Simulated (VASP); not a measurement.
Wanted: the native input for a VASP 6.6.1 run.

| Property | Result |
| --- | --- |
| Task | single point |
| Functional | PBEsol |
| Potentials or basis | VASP PAW PBE potentials, release 64 (Mo_sv, S) |
| Cutoff | 520 eV |
| k mesh | 10 × 10 × 10 |
| Occupations | fermi-dirac, width 0.05 eV |
| Spin | no spin polarisation |
| Dipole correction | no |
| Further INCAR settings | ALGO = Normal; EDIFF = 1e-06; NBANDS = 20 |

The structure of MoS2 lies in POSCAR:

```
MoS2
1.0
    1.5717226283      0.9074344825      6.2810353073
   -1.5717226283      0.9074344825      6.2810353073
    0.0000000000     -1.8148689651      6.2810353073
Mo S
1 2
Direct
    0.0001014843      0.0001014843      0.0001014843
    0.4161322050      0.4161322050      0.4161322050
    0.2507663107      0.2507663107      0.2507663107
```

These files were run (other wordings do the same):

INCAR

```
  PREC = Accurate
  ENCUT = 520
  EDIFF = 1E-6
  ISMEAR = -1
  SIGMA = 0.05
  LREAL = F
  LASPH = T
  NELM = 80
  ALGO = Normal
  ISIF = 2
  LWAVE = F
  LCHARG = T
  GGA = PS
  LELF = T
  LVHAR = T
  NBANDS = 20
```

KPOINTS

```
Automatic mesh
0
Gamma
  10 10 10
```

Potentials or basis: VASP PAW PBE potentials, release 64 (Mo_sv, S).

Command:

```console
$ cat potpaw_PBE.64/Mo_sv/POTCAR potpaw_PBE.64/S/POTCAR > POTCAR
$ mpirun -np 1 vasp_std > vasp.out
```

It gave:

```
Pressure               : 0.0 GPa
Band gap on the k mesh : 1.04 eV (least direct gap 2.03 eV)
```

Caveat: the PAW data sets were made with another functional, which shifts forces and pressure a little.

It took 5.3 min on 1 thread of Intel(R) Xeon(R) Platinum 8488C (Sapphire Rapids), with other jobs on the host, peak memory 0.38 GiB.
